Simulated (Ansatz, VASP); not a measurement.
# Si: VASP beside Ansatz

INCAR

```
PREC = Accurate
ENCUT = 520
EDIFF = 1E-7
ISMEAR = 0
SIGMA = 0.1
LREAL = False
LASPH = True
NELM = 80
ALGO = Normal
ISIF = 2
LWAVE = False
LCHARG = False
LDIPOL = True
IDIPOL = 3
DIPOL = 0.5 0.5 0.500
GGA = CA
NBANDS = 11
```

The input KPOINTS:

```
Automatic mesh
0
Gamma
  15 15 1
```

File POSCAR:

```
Si
1.0
    3.6460000000      0.0000000000      0.0000000000
   -1.8230000000      3.1575286222      0.0000000000
    0.0000000000      0.0000000000     28.0000000000
Si
2
Direct
    0.3333333333      0.6666666667      0.5076607143
    0.6666666667      0.3333333333      0.4923392857
```

Input for Ansatz:

```yaml
crystal:
  lattice:
    - [3.646, 0.0, 0.0]
    - [-1.823, 3.1575286222, 0.0]
    - [0.0, 0.0, 28.0]
  atoms:
    - { symbol: Si, position: [0.3333333333, 0.6666666667, 0.5076607143] }
    - { symbol: Si, position: [0.6666666667, 0.3333333333, 0.4923392857] }
  periodic: [true, true, false]
basis:
  ecutwfc: 420
kpoints:
  mp_grid: { grid: [15, 15, 1] }
hamiltonian:
  xc: lda
  pseudopotentials: { kind: paw, azcp: { folder: soft_1 } }
scf:
  occupations: { method: gaussian, width: 0.1 }
output:
  forces: true
  stress: true
  eigenvalues: true
```

Alike in both runs: task single point; functional LDA; k mesh 15 × 15 × 1; occupations gaussian, width 0.1 eV; no spin polarisation.

|  | VASP | Ansatz |
| --- | --- | --- |
| version | VASP 6.6.1 | Ansatz 0.2.0 |
| potentials or method | VASP PAW LDA potentials, release 64 (Si), cutoff 520 eV | scalar-relativistic, plane waves, PAW |
| valence electrons in the cell | 8 | 8 |

Ansatz gave:

| Property | Result |
| --- | --- |
| gap on the k mesh at the Fermi level (eV) | none |
| rms of the force components (eV/Å) | 0.329 |

Q: Which values does VASP return?

A: gap on the k mesh at the Fermi level (eV): none; rms of the force components (eV/Å): 0.328.

Ansatz warns that its potentials were made for another functional, while VASP's fit it. LDA's correlation is that of Perdew and Zunger in VASP and of Perdew and Wang (1992) in Ansatz. Atom by atom the forces differ by 0.001 eV/Å (rms over components). A gap of «none» marks a metal or a gap that the smearing closes.
